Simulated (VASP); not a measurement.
# Al7Si (Fm-3m) in VASP: further runs, part 2 of 2

VASP 6.6.1. The steps go on from the part before.

## Step 4: Single point, PBE (16.71 Å³/atom)

This run uses another cell than the first one, of 16.71 Å³/atom.

File INCAR:

```
SYSTEM = Al7Si
PREC = Accurate
ENCUT = 520
EDIFF = 1E-6
ISMEAR = 0
SIGMA = 0.1
LREAL = .FALSE.
LASPH = .TRUE.
NELM = 100
ALGO = Fast
ISIF = 2
LWAVE = .FALSE.
LCHARG = .TRUE.
GGA = PE
LELF = .TRUE.
LVHAR = .TRUE.
NBANDS = 22
```

File KPOINTS:

```
Automatic mesh
0
G
  8 8 8
  0 0 0
```

File POSCAR:

```
Al7Si
1.0
    0.0000000000      4.0584057204      4.0584057204
    4.0584057204      0.0000000000      4.0584057204
    4.0584057204      4.0584057204      0.0000000000
Al Si
7 1
Direct
    0.0000000000      0.0000000000      0.5000000000
    0.0000000000      0.5000000000      0.0000000000
    0.0000000000      0.5000000000      0.5000000000
    0.5000000000      0.0000000000      0.0000000000
    0.5000000000      0.0000000000      0.5000000000
    0.5000000000      0.5000000000      0.0000000000
    0.5000000000      0.5000000000      0.5000000000
    0.0000000000      0.0000000000      0.0000000000
```

Potentials or basis: VASP PAW PBE potentials, release 64 (Al, Si).

Launch:

```sh
$ cat potpaw_PBE.64/Al/POTCAR potpaw_PBE.64/Si/POTCAR > POTCAR
$ mpirun -np 1 vasp_std > vasp.out
```

OUTCAR:

```text
SYSTEM = Al7Si
   PREC = Accurate
   ENCUT = 520
   EDIFF = 1E-6
   ISMEAR = 0
   LREAL = .FALSE.
   LASPH = .TRUE.
   NELM = 100
   ISIF = 2
   GGA = PE

 ion  position               nearest neighbor table
   1  0.000  0.000  0.500-   3 2.87   5 2.87   8 2.87   2 2.87   4 2.87   8 2.87   2 2.87   3 2.87
                             7 2.87   4 2.87   5 2.87   7 2.87
   2  0.000  0.500  0.000-   3 2.87   6 2.87   8 2.87   1 2.87   3 2.87   7 2.87   1 2.87   4 2.87
                             8 2.87   4 2.87   6 2.87   7 2.87
   3  0.000  0.500  0.500-   1 2.87   2 2.87   7 2.87   2 2.87   6 2.87   8 2.87   1 2.87   5 2.87
                             8 2.87   5 2.87   6 2.87   7 2.87
   4  0.500  0.000  0.000-   5 2.87   6 2.87   8 2.87   1 2.87   5 2.87   7 2.87   2 2.87   6 2.87
                             7 2.87   1 2.87   2 2.87   8 2.87
   5  0.500  0.000  0.500-   1 2.87   4 2.87   7 2.87   4 2.87   6 2.87   8 2.87   3 2.87   6 2.87
                             7 2.87   1 2.87   3 2.87   8 2.87
   6  0.500  0.500  0.000-   2 2.87   4 2.87   7 2.87   3 2.87   5 2.87   7 2.87   4 2.87   5 2.87
                             8 2.87   2 2.87   3 2.87   8 2.87
   7  0.500  0.500  0.500-   3 2.87   5 2.87   6 2.87   2 2.87   4 2.87   6 2.87   1 2.87   4 2.87
                             5 2.87   1 2.87   2 2.87   3 2.87
   8  0.000  0.000  0.000-   1 2.87   2 2.87   4 2.87   1 2.87   3 2.87   5 2.87   2 2.87   3 2.87
                             6 2.87   4 2.87   5 2.87   6 2.87

  LATTYP: Found a face centered cubic cell.
 ALAT       =     8.1168114408

  Lattice vectors:

 A1 = (   0.0000000000,   4.0584057204,   4.0584057204)
 A2 = (   4.0584057204,   0.0000000000,   4.0584057204)
 A3 = (   4.0584057204,   4.0584057204,   0.0000000000)

Analysis of symmetry for initial positions (statically):
=====================================================================
 Subroutine PRICEL returns:
 Original cell was already a primitive cell.

 Routine SETGRP: Setting up the symmetry group for a
 face centered cubic supercell.

 Subroutine GETGRP returns: Found 48 space group operations
 (whereof 48 operations were pure point group operations)
 out of a pool of 48 trial point group operations.

The static configuration has the point symmetry O_h .

Analysis of symmetry for dynamics (positions and initial velocities):
=====================================================================
 Subroutine PRICEL returns:
 Original cell was already a primitive cell.

 Routine SETGRP: Setting up the symmetry group for a
 face centered cubic supercell.

 Subroutine GETGRP returns: Found 48 space group operations
 (whereof 48 operations were pure point group operations)
 out of a pool of 48 trial point group operations.

The dynamic configuration has the point symmetry O_h .

 Subroutine INISYM returns: Found 48 space group operations
 (whereof 48 operations are pure point group operations),
 and found     1 'primitive' translations

----------------------------------------------------------------------------------------

                                     Primitive cell

  volume of cell :     133.6892

[... 54 lines left out ...]

 Following reciprocal coordinates:
            Coordinates               Weight
  0.000000  0.000000  0.000000      1.000000
  0.125000  0.000000  0.000000      8.000000
  0.250000  0.000000  0.000000      8.000000
  0.375000  0.000000  0.000000      8.000000
  0.500000  0.000000  0.000000      4.000000
  0.125000  0.125000  0.000000      6.000000
[... 16 lines left out ...]
  0.500000  0.250000  0.125000     48.000000
 -0.375000  0.250000  0.125000     24.000000
 [... further k-points ...]
   k-points           NKPTS =     29   k-points in BZ     NKDIM =     29   number of bands    NBANDS=     22
   number of dos      NEDOS =    301   number of ions     NIONS =      8
   total plane-waves  NPLWV = 110592
   dimension x,y,z NGX =    48 NGY =   48 NGZ =   48
   dimension x,y,z NGXF=    96 NGYF=   96 NGZF=   96
   ions per type =               7   1
   NGX,Y,Z   is equivalent  to a cutoff of  13.90, 13.90, 13.90 a.u.
   NGXF,Y,Z  is equivalent  to a cutoff of  27.81, 27.81, 27.81 a.u.
 SYSTEM =  Al7Si
   PREC   = accura    normal or accurate (medium, high low for compatibility)
   ISTART =      0    job   : 0-new  1-cont  2-samecut
   ICHARG =      2    charge: 1-file 2-atom 10-const
   ISPIN  =      1    spin polarized calculation?
   LNONCOLLINEAR =      F non collinear calculations
   LSORBIT =      F    spin-orbit coupling
   LASPH  =      T    aspherical Exc in radial PAW
   ENCUT  =  520.0 eV  38.22 Ry    6.18 a.u.  10.67 10.67 10.67*2*pi/ulx,y,z
   NELM   =    100;   NELMIN=  2; NELMDL= -5     # of ELM steps
   EDIFF  = 0.1E-05   stopping-criterion for ELM
   LREAL  =      F    real-space projection
   EDIFFG = 0.1E-04   stopping-criterion for IOM
   NSW    =      0    number of steps for IOM
   IBRION =     -1    ionic relax: 0-MD 1-quasi-New 2-CG
   NFREE  =      0    steps in history (QN), initial steepest desc. (CG)
   ISIF   =      2    stress and relaxation
   ISYM   =      2    0-nonsym 1-usesym 2-fastsym
   POTIM  = 0.5000    time-step for ionic-motion
   TEBEG  =    0.0;   TEEND  =   0.0 temperature during run
   PSTRESS=    0.0 pullay stress
   NELECT =      25.0000    total number of electrons
   NUPDOWN=      -1.0000    fix difference up-down
   EMIN   =  10.00;   EMAX   =-10.00  energy-range for DOS
   EFERMI =   0.00;   METHOD = LEGACY
   ISMEAR =     0;   SIGMA  =   0.10  broadening in eV -4-tet -1-fermi 0-gaus
   EFERMI_NEDOS =   21; number of points for ismear=-14 and -15
   IALGO  =     68    algorithm
   IMIX   =      4    mixing-type and parameters
     AMIX     =   0.40;   BMIX     =  1.00
     AMIX_MAG =   1.60;   BMIX_MAG =  1.00
  volume/ion in A,a.u.               =      16.71       112.77
  Fermi-wavevector in a.u.,A,eV,Ry     =   0.936173  1.769110 11.924413  0.876420
  Thomas-Fermi vector in A             =   2.063155
   LORBIT       =      0    0 simple, 1 ext, 2 COOP (PROOUT), +10 PAW based schemes
   GGA     = PE    functional components
   LHFCALC =     F    Hartree Fock is set to
   AEXX    =    0.0000 exact exchange contribution
   IVDW    =     0    specifies the selected vdW correction
   LEPSILON=     F    determine dielectric tensor
   LRPA    =     F    only Hartree local field effects (RPA)
 non-spin polarized calculation
 RMM-DIIS sequential band-by-band and
 Gauss-broadening in eV      SIGMA  =   0.10
  energy-cutoff  :      520.00
  volume of cell :      133.69
 maximum number of plane-waves:      3647
 NGX is ok and might be reduce to    48
   NGX = 21   NGY = 21   NGZ = 21

 number of electron      25.0000000 magnetization

 Free energy of the ion-electron system (eV)
  ---------------------------------------------------
  ext. energy  EPLUGINS =         0.00000000
  ---------------------------------------------------
  free energy    TOTEN  =       -31.18323378 eV

  energy without entropy =      -31.16497236  energy(sigma->0) =      -31.17410307

 E-fermi :   7.9840     XC(G=0): -10.2069

 val. band max:        7.9741014743   @ k =   0.3750   0.2500   0.0000
 cond. band min:       8.0132496478   @ k =  -0.2500   0.1250   0.0000
 fundamental gap:      0.0391481735
 Fermi energy:         7.9840140874

 k-point     1 :       0.0000    0.0000    0.0000
  band No.  band energies     occupation
      1      -3.5050      2.00000
      2       1.8016      2.00000
      3       3.0454      2.00000
      4       3.0454      2.00000
      5       3.0454      2.00000
      6       3.4032      2.00000
[... 589 lines left out ...]
     21      11.6817      0.00000
     22      11.8917      0.00000

 [... further k-points ...]
[... 5 lines left out ...]
  --------------------------------------------------------------------------------------
  -------------------------------------------------------------------------------------
  Total       -1.8005493     -1.8005493     -1.8005493     -0.0000000      0.0000000      0.0000000
  in kB      -21.5783990    -21.5783990    -21.5783990     -0.0000000      0.0000000      0.0000000
  external PRESSURE =     -21.5783990 kB  Pullay stress =       0.0000000 kB

 VOLUME and BASIS-vectors are now :
 -----------------------------------------------------------------------------
  energy-cutoff  :      520.00
  volume of cell :      133.69
      direct lattice vectors                 reciprocal lattice vectors
     0.000000000  4.058405720  4.058405720    -0.123201088  0.123201088  0.123201088
     4.058405720  0.000000000  4.058405720     0.123201088 -0.123201088  0.123201088
     4.058405720  4.058405720  0.000000000     0.123201088  0.123201088 -0.123201088

 POSITION                                       TOTAL-FORCE (eV/Angst)
 -----------------------------------------------------------------------------------
      2.02920      2.02920      0.00000         0.000000     -0.000000      0.000000
      2.02920      0.00000      2.02920        -0.000000      0.000000      0.000000
      4.05841      2.02920      2.02920         0.000000      0.000000     -0.000000
      0.00000      2.02920      2.02920         0.000000      0.000000     -0.000000
      2.02920      4.05841      2.02920        -0.000000     -0.000000      0.000000
      2.02920      2.02920      4.05841         0.000000     -0.000000     -0.000000
      4.05841      4.05841      4.05841        -0.000000     -0.000000     -0.000000
      0.00000      0.00000      0.00000        -0.000000     -0.000000     -0.000000
 -----------------------------------------------------------------------------------
    total drift:                               -0.000000     -0.000000     -0.000000

  FREE ENERGIE OF THE ION-ELECTRON SYSTEM (eV)
  ---------------------------------------------------
  free  energy   TOTEN  =       -31.1832337806 eV

  energy  without entropy=      -31.1649723639  energy(sigma->0) =      -31.17410307
```

It took 2 min on 1 thread of Intel Xeon 8259CL, shared host; peak memory 0.34 GiB.

Results:

```
Free energy            : -31.1832 eV
Pressure               : -2.2 GPa
Band gap on the k mesh : zero (an odd number of electrons rules out a gap without spin polarisation)
```

## Step 5: Single point, PBE (17.20 Å³/atom)

This run uses another cell than the first one, of 17.20 Å³/atom.

File INCAR:

```
PREC     = Accurate       # precision mode
ENCUT    = 520            # plane-wave cutoff, eV
EDIFF    = 1E-7           # SCF threshold, eV
ISMEAR   = 0              # smearing method
SIGMA    = 0.1            # smearing width, eV
LREAL    = False          # projectors in reciprocal space
LASPH    = True           # aspherical terms in the spheres
NELM     = 100            # most SCF steps
ALGO     = Normal         # electronic algorithm
ISIF     = 2              # what is computed and relaxed
LWAVE    = False          # write WAVECAR
LCHARG   = False          # write CHGCAR
GGA      = PE             # functional
NBANDS   = 22             # bands
```

File KPOINTS:

```
regular mesh
0
Gamma
  8 8 8
```

Edit POSCAR of step 4 so:

```diff
@@ -2,5 +2,5 @@
 1.0
-    0.0000000000      4.0584057204      4.0584057204
-    4.0584057204      0.0000000000      4.0584057204
-    4.0584057204      4.0584057204      0.0000000000
+    0.0000000000      4.0974312463      4.0974312463
+    4.0974312463      0.0000000000      4.0974312463
+    4.0974312463      4.0974312463      0.0000000000
 Al Si
```

Launch:

```sh
$ cat potpaw_PBE.64/Al/POTCAR potpaw_PBE.64/Si/POTCAR > POTCAR
$ mpirun -np 1 vasp_std > vasp.out
```

Run time: 1.9 min. Hardware: 1 thread of Intel Xeon 8259CL, shared host; peak memory 0.34 GiB.

Results (log left out):

```
Free energy            : -31.1087 eV
Pressure               : -3.9 GPa
Band gap on the k mesh : zero (an odd number of electrons rules out a gap without spin polarisation)
```

Levels at points of the mesh, in eV from the Fermi level:
```
           k point  band 11  band 12  band 13  band 14  band 15  band 16
(0.00, 0.00, 0.00)    -3.08    -3.08    -2.23    -1.65    -1.65     4.51
(0.50, 0.00, 0.00)    -1.02    -1.02    -0.80    -0.80     2.54     2.68
(0.50, 0.50, 0.00)    -0.51    -0.44     0.18     0.66     0.85     1.17
```

Caveat: the cell stands under tension.

## Step 6: Overview

```tsv
cell	gap on the mesh (eV)	pressure (GPa)
a = 5.567 Å, angles 60.0°, 8 atoms	none	5.3
a = 5.626 Å, angles 60.0°, 8 atoms	none	2.4
a = 5.739 Å, angles 60.0°, 8 atoms	none	-2.2
a = 5.795 Å, angles 60.0°, 8 atoms	none	-3.9
```

Alike in all rows: task single point; level PBE; potentials or basis VASP PAW PBE potentials, release 64 (Al, Si); no spin polarisation; k mesh 8 × 8 × 8; cutoff (eV) 520; smearing gaussian 0.1 eV.

Caveats: the cell stands under pressure (at least some runs); the cell stands under tension (at least some runs).

Total energies depend on the potentials used, so only differences within one code and one set of settings carry meaning.
